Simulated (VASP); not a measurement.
# Sb (P2_1/m) in VASP: further runs

The runs below take Sb through single point, with PBE+D3(BJ), LDA, PBE.

Everything below comes from runs of VASP 6.6.1. Logs are shortened: lines on timing, memory, paths and dates and some standing lists are left out, and cuts for length are marked.

### 1 The cell of the first run

It takes space group P2_1/m (No. 11, monoclinic). Conventional cell: a = 3.122 Å, b = 4.348 Å, c = 4.406 Å, α = 90.00°, β = 90.51°, γ = 90.00°. Within 4.0 Å of Sb (site symmetry m) lie 6 Sb at 3.04 to 3.15 Å.

### 2 Single point, PBE+D3(BJ)

INCAR

```
SYSTEM = Sb
  PREC = Accurate
  ENCUT = 500
  EDIFF = 1E-6
  ISMEAR = 1
  SIGMA = 0.074
  LREAL = .FALSE.
  LASPH = .TRUE.
  NELM = 120
  ALGO = Normal
  ISIF = 2
  LWAVE = .FALSE.
  LCHARG = .FALSE.
  GGA = PE
  IVDW = 12
  NBANDS = 12
  GGA_COMPAT = .FALSE.
```

KPOINTS

```
regular mesh
0
G
  6 4 4
  0 0 0
```

POSCAR

```
Sb
1.0
    3.1224020000      0.0000000000      0.0000000000
    0.0000000000      4.3475180000      0.0000000000
   -0.0389150000      0.0000000000      4.4058520000
Sb
2
Direct
    0.9886110000      0.7500000000      0.7588340000
    0.0113890000      0.2500000000      0.2411660000
```

Potentials or basis: VASP PAW PBE potentials, release 64 (Sb).

The run is started by

```bash
$ cat potpaw_PBE.64/Sb/POTCAR > POTCAR
$ mpirun -np 1 vasp_std > vasp.out
```

OUTCAR:

```text
SYSTEM = Sb
   PREC = Accurate
   ENCUT = 500
   EDIFF = 1E-6
   ISMEAR = 1
   LREAL = .FALSE.
   LASPH = .TRUE.
   NELM = 120
   ISIF = 2
   GGA = PE
   IVDW = 12
 IVDW          = 12

 ion  position               nearest neighbor table
   1  0.989  0.750  0.759-   2 3.04   2 3.04   2 3.15   2 3.15
   2  0.011  0.250  0.241-   1 3.04   1 3.04   1 3.15   1 3.15

  LATTYP: Found a simple monoclinic cell.
 ALAT       =     3.1224020000
 B/A-ratio  =     1.3923633152
 C/A-ratio  =     1.4111007668
 COS(beta)  =    -0.0088322263

  Lattice vectors:

 A1 = (   3.1224020000,   0.0000000000,   0.0000000000)
 A2 = (   0.0000000000,   4.3475180000,   0.0000000000)
 A3 = (  -0.0389150000,   0.0000000000,   4.4058520000)

Analysis of symmetry for initial positions (statically):
=====================================================================
 Subroutine PRICEL returns:
 Original cell was already a primitive cell.

 Routine SETGRP: Setting up the symmetry group for a
 simple monoclinic supercell.

 Subroutine GETGRP returns: Found  4 space group operations
 (whereof  2 operations were pure point group operations)
 out of a pool of  4 trial point group operations.

The static configuration has the point symmetry S_2 .
 The point group associated with its full space group is C_2h.

Analysis of symmetry for dynamics (positions and initial velocities):
=====================================================================
 Subroutine PRICEL returns:
 Original cell was already a primitive cell.

 Routine SETGRP: Setting up the symmetry group for a
 simple monoclinic supercell.

 Subroutine GETGRP returns: Found  4 space group operations
 (whereof  2 operations were pure point group operations)
 out of a pool of  4 trial point group operations.

The dynamic configuration has the point symmetry S_2 .
 The point group associated with its full space group is C_2h.

 Subroutine INISYM returns: Found  4 space group operations
 (whereof  2 operations are pure point group operations),
 and found     1 'primitive' translations

----------------------------------------------------------------------------------------

                                     Primitive cell

  volume of cell :      59.8081

  direct lattice vectors                    reciprocal lattice vectors
     3.122402000  0.000000000  0.000000000     0.320266257  0.000000000  0.002828774
     0.000000000  4.347518000  0.000000000     0.000000000  0.230016299  0.000000000
    -0.038915000  0.000000000  4.405852000     0.000000000  0.000000000  0.226970856

  length of vectors
     3.122402000  4.347518000  4.406023856     0.320278749  0.230016299  0.226970856

  position of ions in fractional coordinates (direct lattice)
     0.988611000  0.750000000  0.758834000
     0.011389000  0.250000000  0.241166000

  ion indices of the primitive-cell ions
   primitive index   ion index
                 1           1
                 2           2

----------------------------------------------------------------------------------------

 KPOINTS: regular mesh

Automatic generation of k-mesh.
 Grid dimensions read from file:
 generate k-points for:    6    4    4

 Generating k-lattice:

  Cartesian coordinates                     Fractional coordinates (reciprocal lattice)
     0.053377709  0.000000000  0.000471462     0.166666667  0.000000000  0.000000000
     0.000000000  0.057504075  0.000000000     0.000000000  0.250000000  0.000000000
     0.000000000  0.000000000  0.056742714     0.000000000  0.000000000  0.250000000

  Length of vectors
     0.053379791  0.057504075  0.056742714

  Shift w.r.t. Gamma in fractional coordinates (k-lattice)
     0.000000000  0.000000000  0.000000000

 Subroutine IBZKPT returns following result:
 ===========================================

 Found     42 irreducible k-points:

 Following reciprocal coordinates:
            Coordinates               Weight
  0.000000  0.000000  0.000000      1.000000
  0.166667  0.000000  0.000000      2.000000
  0.333333  0.000000  0.000000      2.000000
  0.500000  0.000000  0.000000      1.000000
  0.000000  0.250000  0.000000      2.000000
  0.166667  0.250000  0.000000      4.000000
[... 16 lines left out ...]
 -0.333333  0.250000  0.250000      4.000000
 -0.166667  0.250000  0.250000      4.000000
 [... further k-points ...]
   k-points           NKPTS =     42   k-points in BZ     NKDIM =     42   number of bands    NBANDS=     12
   number of dos      NEDOS =    301   number of ions     NIONS =      2
   total plane-waves  NPLWV =  24576
   dimension x,y,z NGX =    24 NGY =   32 NGZ =   32
   dimension x,y,z NGXF=    48 NGYF=   64 NGZF=   64
   ions per type =               2
   NGX,Y,Z   is equivalent  to a cutoff of  12.78, 12.24, 12.07 a.u.
   NGXF,Y,Z  is equivalent  to a cutoff of  25.56, 24.47, 24.15 a.u.
 SYSTEM =  Sb
   PREC   = accura    normal or accurate (medium, high low for compatibility)
   ISTART =      0    job   : 0-new  1-cont  2-samecut
   ICHARG =      2    charge: 1-file 2-atom 10-const
   ISPIN  =      1    spin polarized calculation?
   LNONCOLLINEAR =      F non collinear calculations
   LSORBIT =      F    spin-orbit coupling
   LASPH  =      T    aspherical Exc in radial PAW
   ENCUT  =  500.0 eV  36.75 Ry    6.06 a.u.   5.69  7.93  8.03*2*pi/ulx,y,z
   NELM   =    120;   NELMIN=  2; NELMDL= -5     # of ELM steps
   EDIFF  = 0.1E-05   stopping-criterion for ELM
   LREAL  =      F    real-space projection
   EDIFFG = 0.1E-04   stopping-criterion for IOM
   NSW    =      0    number of steps for IOM
   IBRION =     -1    ionic relax: 0-MD 1-quasi-New 2-CG
   NFREE  =      0    steps in history (QN), initial steepest desc. (CG)
   ISIF   =      2    stress and relaxation
   ISYM   =      2    0-nonsym 1-usesym 2-fastsym
   POTIM  = 0.5000    time-step for ionic-motion
   TEBEG  =    0.0;   TEEND  =   0.0 temperature during run
   PSTRESS=    0.0 pullay stress
   NELECT =      10.0000    total number of electrons
   NUPDOWN=      -1.0000    fix difference up-down
   EMIN   =  10.00;   EMAX   =-10.00  energy-range for DOS
   EFERMI =   0.00;   METHOD = LEGACY
   ISMEAR =     1;   SIGMA  =   0.07  broadening in eV -4-tet -1-fermi 0-gaus
   EFERMI_NEDOS =   21; number of points for ismear=-14 and -15
   IALGO  =     38    algorithm
   IMIX   =      4    mixing-type and parameters
     AMIX     =   0.40;   BMIX     =  1.00
     AMIX_MAG =   1.60;   BMIX_MAG =  1.00
  volume/ion in A,a.u.               =      29.90       201.80
  Fermi-wavevector in a.u.,A,eV,Ry     =   0.901893  1.704330 11.067117  0.813410
  Thomas-Fermi vector in A             =   2.025029
   LORBIT       =      0    0 simple, 1 ext, 2 COOP (PROOUT), +10 PAW based schemes
   GGA     = PE    functional components
   LHFCALC =     F    Hartree Fock is set to
   AEXX    =    0.0000 exact exchange contribution
   IVDW    =    12    specifies the selected vdW correction
   LEPSILON=     F    determine dielectric tensor
   LRPA    =     F    only Hartree local field effects (RPA)
 non-spin polarized calculation
 Methfessel and Paxton  Order N= 1 SIGMA  =   0.07
  energy-cutoff  :      500.00
  volume of cell :       59.81
 maximum number of plane-waves:      1536
   NGX = 11   NGY = 15   NGZ = 17

 number of electron      10.0000000 magnetization

 number of electron       9.9999999 magnetization

 Free energy of the ion-electron system (eV)
  ---------------------------------------------------
  ext. energy  EPLUGINS =         0.00000000
  ---------------------------------------------------
  free energy    TOTEN  =        -8.20797474 eV

  energy without entropy =       -8.20749553  energy(sigma->0) =       -8.20781500

 E-fermi :   7.0075     XC(G=0):  -9.6122

 val. band max:        6.9811950465   @ k =   0.3333   0.5000   0.0000
 cond. band min:       7.0168435697   @ k =   0.1667   0.0000   0.0000
 fundamental gap:      0.0356485232
 Fermi energy:         7.0074521760

 k-point     1 :       0.0000    0.0000    0.0000
  band No.  band energies     occupation
      1      -5.2693      2.00000
      2      -0.2030      2.00000
      3       3.5361      2.00000
      4       3.6660      2.00000
      5       9.2340      0.00000
      6      10.2044      0.00000
      7      10.4285      0.00000
      8      10.5646      0.00000
      9      13.8016      0.00000
     10      14.0953      0.00000
     11      14.4172      0.00000
     12      15.3808      0.00000

 k-point     2 :       0.1667    0.0000    0.0000
  band No.  band energies     occupation
      1      -4.8800      2.00000
      2       0.2057      2.00000
      3       3.8934      2.00000
      4       4.0230      2.00000
      5       7.0168      0.78710
      6       9.6073      0.00000
      7      10.8030      0.00000
      8      10.9358      0.00000
      9      11.4906      0.00000
     10      14.4065      0.00000
     11      15.2312      0.00000
     12      16.3279      0.00000

 k-point     3 :       0.3333    0.0000    0.0000
  band No.  band energies     occupation
      1      -3.8155      2.00000
      2       1.3846      2.00000
      3       3.3520      2.00000
      4       4.7876      2.00000
      5       4.9136      2.00000
      6       7.7060     -0.00000
      7      10.6752      0.00000
      8      11.7215      0.00000
      9      11.8675      0.00000
     10      13.2530      0.00000
     11      13.4029      0.00000
     12      15.2891      0.00000

 k-point     4 :       0.5000    0.0000    0.0000
  band No.  band energies     occupation
      1      -2.9314      2.00000
      2       1.5341      2.00000
      3       2.5896      2.00000
      4       5.3859      2.00000
      5       5.5201      2.00000
      6       5.5913      2.00000
      7      11.6505      0.00000
      8      11.9367      0.00000
      9      11.9498      0.00000
     10      12.4616      0.00000
     11      12.6290      0.00000
     12      14.0413      0.00000

 k-point     5 :       0.0000    0.2500    0.0000
  band No.  band energies     occupation
      1      -4.8087      2.00000
      2      -1.5217      2.00000
      3       4.1012      2.00000
      4       4.5019      2.00000
      5       8.3171     -0.00000
      6       8.5289      0.00000
      7      10.6536      0.00000
      8      11.1870      0.00000
      9      13.4213      0.00000
     10      14.6450      0.00000
     11      16.9158      0.00000
     12      17.7025      0.00000
[... 228 lines left out ...]
      1      -2.9164      2.00000
      2      -0.3936      2.00000
      3       3.6428      2.00000
      4       4.1513      2.00000
      5       6.3097      2.00000
      6       6.5594      2.00000
      7       8.9041      0.00000
      8      11.5091      0.00000
      9      12.6462      0.00000
     10      13.8451      0.00000
     11      13.9127      0.00000
     12      16.1635      0.00000

 k-point    22 :       0.5000    0.2500    0.2500
  band No.  band energies     occupation
      1      -2.0291      2.00000
      2       0.6139      2.00000
      3       2.3750      2.00000
      4       4.3030      2.00000
      5       4.4379      2.00000
      6       7.2900     -0.00000
      7       9.5530      0.00000
      8      10.1216      0.00000
      9      12.3306      0.00000
     10      13.2521      0.00000
     11      14.7238      0.00000
     12      14.8165      0.00000

 k-point    23 :      -0.3333    0.2500    0.2500
  band No.  band energies     occupation
      1      -2.9347      2.00000
      2      -0.3723      2.00000
      3       3.6565      2.00000
      4       4.1922      2.00000
      5       6.2939      2.00000
      6       6.5901      2.00000
      7       8.8394      0.00000
      8      11.4828      0.00000
      9      12.5976      0.00000
     10      13.7373      0.00000
     11      13.8509      0.00000
     12      16.3076      0.00000

 k-point    24 :      -0.1667    0.2500    0.2500
  band No.  band energies     occupation
      1      -4.0018      2.00000
      2      -1.4938      2.00000
      3       2.7254      2.00000
      4       5.5525      2.00000
      5       7.6936     -0.00000
      6       7.9313     -0.00000
      7      10.1507      0.00000
      8      11.6417      0.00000
      9      12.6407      0.00000
     10      14.9138      0.00000
     11      15.4997      0.00000
     12      16.9289      0.00000

 [... further k-points ...]

------------------------ aborting loop because EDIFF is reached ----------------------------------------

 Edisp (eV)   -0.95466

 E8    (eV) :    -0.4452

  FORCE on cell =-STRESS in cart. coord.  units (eV):
  Direction    XX          YY          ZZ          XY          YZ          ZX
  --------------------------------------------------------------------------------------
  -------------------------------------------------------------------------------------
  Total      -2.30779     0.21837     0.06478     0.00000     0.00000     0.01841
  in kB     -61.82265     5.84980     1.73549     0.00000     0.00000     0.49321
  external pressure =      -18.08 kB  Pullay stress =        0.00 kB

 VOLUME and BASIS-vectors are now :
 -----------------------------------------------------------------------------
  energy-cutoff  :      500.00
  volume of cell :       59.81
      direct lattice vectors                 reciprocal lattice vectors
     3.122402000  0.000000000  0.000000000     0.320266257  0.000000000  0.002828774
     0.000000000  4.347518000  0.000000000     0.000000000  0.230016299  0.000000000
    -0.038915000  0.000000000  4.405852000     0.000000000  0.000000000  0.226970856

 POSITION                                       TOTAL-FORCE (eV/Angst)
 -----------------------------------------------------------------------------------
      3.05731      3.26064      3.34331         0.029891      0.000000     -0.069668
      0.02618      1.08688      1.06254        -0.029891      0.000000      0.069668
 -----------------------------------------------------------------------------------
    total drift:                               -0.000000      0.000000      0.000000

  FREE ENERGIE OF THE ION-ELECTRON SYSTEM (eV)
  ---------------------------------------------------
  free  energy   TOTEN  =        -9.1626350682 eV

  energy  without entropy=       -9.1621558608  energy(sigma->0) =       -9.16247533
```

It took 12 s on 1 thread of Intel Xeon 6975P-C, shared host; peak memory 0.18 GiB.

Results:

- Free energy: -9.1626 eV
- Pressure: -1.8 GPa
- Largest force: 0.076 eV/Å
- Band gap on the k mesh: zero (band 5 reaches 12.22 eV, above the bottom of band 6 at 3.63 eV)
- Dispersion energy per atom: -0.477 eV

Forces in eV/Å, atoms in the order of the input:
```
Sb   0.030  0.000 -0.070
Sb  -0.030  0.000  0.070
```

Stress tensor (GPa, compression positive):
```
-6.18  0.00  0.05
 0.00  0.58  0.00
 0.05  0.00  0.17
```

Caveat: the k points lie up to 0.36 Å⁻¹ apart; spin-orbit coupling is left out, which moves the levels of the heavy elements; pairwise dispersion overbinds metals, which lowers pressure and volume.

(Part 1 of 3 ends here.)
